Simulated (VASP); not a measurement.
A run of VASP 6.6.1 is set up as follows.

INCAR

```
SYSTEM = Si3N
  PREC = Accurate
  ENCUT = 1000
  EDIFF = 1E-6
  ISMEAR = 0
  SIGMA = 0.05
  LREAL = .False.
  LASPH = .True.
  NELM = 120
  ALGO = Normal
  ISIF = 2
  LWAVE = .False.
  LCHARG = .False.
  LDIPOL = .True.
  IDIPOL = 3
  DIPOL = 0.5 0.5 0.361
  GGA = PE
  IVDW = 12
  NBANDS = 27
  GGA_COMPAT = .False.
  NELMDL = -8
```

KPOINTS

```
Automatic mesh
0
Gamma
  9 9 1
  0 0 0
```

Contents of POSCAR:

```
Si3N
1.0
    3.8155170197      0.0000000000      0.0000000000
   -1.9077585099      3.3043346676      0.0000000000
    0.0000000000      0.0000000000     25.7913833664
Si N
6 2
Direct
    0.6666666667      0.3333333333      0.1550905565
    0.3333333333      0.6666666667      0.1859793801
    0.3333333333      0.6666666667      0.2774751471
    0.6666666667      0.3333333333      0.3070263804
    0.6666666667      0.3333333333      0.3997350368
    0.3333333333      0.6666666667      0.4261649408
    1.0000000000      1.0000000000      0.5463601221
    1.0000000000      1.0000000000      0.5890100252
```

Potentials or basis: VASP PAW PBE potentials, release 64 (Si, N_h).

The run is started by

```bash
$ cat potpaw_PBE.64/Si/POTCAR potpaw_PBE.64/N_h/POTCAR > POTCAR
$ mpirun -np 1 vasp_std > vasp.out
```

Problem. Estimate the band gap on the k mesh.

Solution. Zero (bands 17 and 18 overlap by 0.08 eV).

Problem. Predict the largest force.

Solution. 0.572 eV/Å.

Problem. Predict the dispersion energy per atom.

Solution. -0.226 eV.

Forces in eV/Å, atoms in the order of the input:
```
Si   0.000  0.000  0.480
Si   0.000  0.000 -0.572
Si   0.000  0.000  0.111
Si   0.000  0.000 -0.001
Si   0.000  0.000  0.029
Si   0.000  0.000 -0.019
N    0.000  0.000 -0.533
N    0.000  0.000  0.504
```
